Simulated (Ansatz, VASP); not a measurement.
# InSb: VASP beside Ansatz

```
In Sb
1.0
     0.00000    3.05204    2.87227
     3.05204    0.00000    2.87227
     3.05204    3.05204    0.00000
In Sb
1 1
Cartesian
  0.0000 0.0000 0.0000
  3.0520 3.0520 2.8723
```

Alike in both runs: task single point; functional PBE; k mesh 14 × 14 × 14; occupations gaussian, width 0.15 eV; no spin polarisation.

|  | VASP | Ansatz |
| --- | --- | --- |
| version | VASP 6.6.1 | Ansatz 0.2.0 |
| potentials or method | VASP PAW PBE potentials, release 64 (In_d, Sb), cutoff 520 eV | scalar-relativistic, plane waves, PAW |
| valence electrons in the cell | 18 | 28 |

Ansatz gave:

- gap on the k mesh at the Fermi level (eV): none
- pressure (GPa): 5.3
- traceless stress, the component that is largest in VASP (GPa): 5.34

**Question.** Which values does VASP return?

**Answer.** gap on the k mesh at the Fermi level (eV): none; pressure (GPa): 5.3; traceless stress, the component that is largest in VASP (GPa): 5.33.

A gap of «none» marks a metal or a gap that the smearing closes. The functional is the same, so the differences come from potentials, cutoffs and numerics. VASP's potentials hold 18 valence electrons a cell and Ansatz's 28, so a difference there can come from the potentials and not from the codes.

Neither program's run includes spin-orbit coupling.
